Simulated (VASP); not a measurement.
Ir:

```
CELL_PARAMETERS angstrom
2.61950 0.00000 0.00000
-1.30975 2.26855 0.00000
0.00000 0.00000 2.44760
ATOMIC_POSITIONS crystal
Ir 0.00000 0.00000 0.00000
```

| Item | Value |
| --- | --- |
| Program | VASP 6.6.1 |
| Task | relaxation of cell and atoms |
| Functional | PBE |
| Potentials or basis | VASP PAW PBE potentials, release 64 (Ir) |
| Cutoff | 600 eV |
| k mesh | 9 × 9 × 8 |
| Occupations | gaussian, width 0.1 eV |
| Spin | no spin polarisation |

At the start: pressure 30.5 GPa; volume 14.54 Å³/atom.

Problem. How do energy, volume and symmetry change on relaxing?

Solution. Over 7 steps the energy falls by 150.1 meV/atom and the volume is 15.85 Å³/atom (+9.0 %); space group P6/mmm (No. 191, to 0.05 Å).

Step by step:
```
step  energy change (eV)  largest force (eV/Å)  pressure (GPa)  volume (Å³)
   1              0.0000                0.0000           30.48        14.54
   2              0.6816                0.0000          -37.70        21.10
   3             -0.1396                0.0000           -5.54        16.16
   4             -0.1421                0.0000           -2.75        15.99
   5             -0.1422                0.0000           -2.10        15.95
   6             -0.1361                0.0000            4.66        15.71
   7             -0.1501                0.0000            0.28        15.85
```

Final structure:
```xyz
1
Lattice="2.6537 0.0000 0.0000 -1.3268 2.2982 0.0000 0.0000 0.0000 2.5989" Properties=species:S:1:pos:R:3 pbc="T T T"
Ir    0.0000    0.0000    0.0000
```
